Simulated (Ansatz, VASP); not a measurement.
## One calculation of Ru, two programs

File INCAR:

```
PREC = Accurate ; ENCUT = 520
EDIFF = 1E-6 ; ISMEAR = 0
SIGMA = 0.15 ; LREAL = F
LASPH = T ; NELM = 100
ALGO = Fast ; ISIF = 2
LWAVE = F ; LCHARG = F
GGA = CA ; NBANDS = 21
```

The input KPOINTS:

```
regular mesh
0
Gamma
  21 21 10
```

POSCAR

```
Ru
1.0
    2.6740588025      0.0000000000      0.0000000000
   -1.3370294013      2.3158028542      0.0000000000
    0.0000000000      0.0000000000      4.2267610266
Ru
2
Direct
    0.2708955674      0.6465008741      0.2500000000
    0.7291044326      0.3534991259      0.7500000000
```

Input for Ansatz:

```yaml
crystal:
  lattice:
    - [2.6740588025, 0.0, 0.0]
    - [-1.3370294013, 2.3158028542, 0.0]
    - [0.0, 0.0, 4.2267610266]
  atoms:
    - { symbol: Ru, position: [0.2708955674, 0.6465008741, 0.25] }
    - { symbol: Ru, position: [0.7291044326, 0.3534991259, 0.75] }
basis:
  ecutwfc: 420
kpoints:
  mp_grid: { grid: [21, 21, 10] }
hamiltonian:
  xc: lda
  pseudopotentials: { kind: paw, azcp: { folder: soft_1 } }
scf:
  occupations: { method: gaussian, width: 0.15 }
output:
  forces: true
  stress: true
  eigenvalues: true
```

Change from the starting cell: mode 4 frozen in at -0.140 Å and mode 5 at -0.047 Å (largest displacements).

Alike in both runs: task single point; functional LDA; k mesh 21 × 21 × 10; occupations gaussian, width 0.15 eV; no spin polarisation.

```csv
,VASP,Ansatz
version,VASP 6.6.1,Ansatz 0.2.0
potentials or method,"VASP PAW LDA potentials, release 64 (Ru_pv), cutoff 520 eV","scalar-relativistic, plane waves, PAW"
valence electrons in the cell,28,32
```

Ansatz gave:

| Property | Result |
| --- | --- |
| gap on the k mesh at the Fermi level (eV) | none |
| pressure (GPa) | 5.0 |
| traceless stress, the component that is largest in VASP (GPa) | 5.58 |
| rms of the force components (eV/Å) | 1.161 |

What did VASP give for the same quantities?

gap on the k mesh at the Fermi level (eV): none; pressure (GPa): 6.0; traceless stress, the component that is largest in VASP (GPa): 5.78; rms of the force components (eV/Å): 1.171.

Ansatz warns that its potentials were made for another functional, while VASP's fit it. LDA's correlation is that of Perdew and Zunger in VASP and of Perdew and Wang (1992) in Ansatz. Atom by atom the forces differ by 0.010 eV/Å (rms over components). A gap of «none» marks a metal or a gap that the smearing closes. VASP's potentials hold 28 valence electrons a cell and Ansatz's 32, so a difference there can come from the potentials and not from the codes.
